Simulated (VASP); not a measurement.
Wanted: the native input for a VASP 6.6.1 run.

```
Task                               : single point
Functional                         : PBE0
Potentials or basis                : VASP PAW PBE potentials, release 64 (Ca_sv, F)
Cutoff                             : 520 eV
k mesh                             : 6 × 6 × 6
Occupations                        : gaussian, width 0.01 eV
Spin                               : no spin polarisation
Dipole correction                  : no
Grid for exact exchange (PRECFOCK) : Normal
Further INCAR settings             : ALGO = Normal; EDIFF = 1e-06; NBANDS = 19
Share of exact exchange            : 0.25
```

The system is CaF2.

```
Ca F
1.0
     0.00000    2.71959    2.71959
     2.71959    0.00000    2.71959
     2.71959    2.71959    0.00000
Ca F
1 2
Direct
  0.00000 0.00000 0.00000
  0.75000 0.75000 0.75000
  0.25000 0.25000 0.25000
```

These files were run (other wordings do the same):

POSCAR

```
CaF2
1.0
    0.0000000000      2.7195928259      2.7195928259
    2.7195928259      0.0000000000      2.7195928259
    2.7195928259      2.7195928259      0.0000000000
Ca F
1 2
Direct
    0.0000000000      0.0000000000      0.0000000000
    0.7500000000      0.7500000000      0.7500000000
    0.2500000000      0.2500000000      0.2500000000
```

INCAR.step1

```
  PREC = Accurate
  ENCUT = 520
  EDIFF = 1E-5
  ISMEAR = 0
  SIGMA = 0.01
  LREAL = F
  LASPH = T
  NELM = 120
  ALGO = Normal
  ISIF = 2
  LWAVE = T
  NBANDS = 19
  GGA = PE
  GGA_COMPAT = F
```

INCAR.step2

```
  PREC = Accurate
  ENCUT = 520
  EDIFF = 1E-6
  ISMEAR = 0
  SIGMA = 0.01
  LREAL = F
  LASPH = T
  NELM = 120
  ALGO = Normal
  ISIF = 2
  LWAVE = F
  LCHARG = T
  GGA = PE
  LHFCALC = T
  AEXX = 0.25
  PRECFOCK = Normal
  LELF = T
  LVHAR = T
  NBANDS = 19
  ISTART = 1
  GGA_COMPAT = F
```

KPOINTS

```
Automatic mesh
0
Gamma
  6 6 6
```

Potentials or basis: VASP PAW PBE potentials, release 64 (Ca_sv, F).

Run with:

```bash
$ cat potpaw_PBE.64/Ca_sv/POTCAR potpaw_PBE.64/F/POTCAR > POTCAR
$ cp INCAR.step1 INCAR
$ mpirun -np 1 vasp_std > vasp.out
$ cp INCAR.step2 INCAR
$ mpirun -np 1 vasp_std > vasp.out
```

Results of the run:

The pressure is 1.6 GPa. The band gap on the k mesh is 10.19 eV (least direct gap 10.46 eV).

Caveat: the PAW data sets were made with another functional, which shifts forces and pressure a little.

Wall time 89 min on 1 thread of Intel(R) Xeon(R) Platinum 8259CL CPU @ 2.50GHz (Skylake/Cascade Lake) (shared host), peak memory 0.19 GiB.
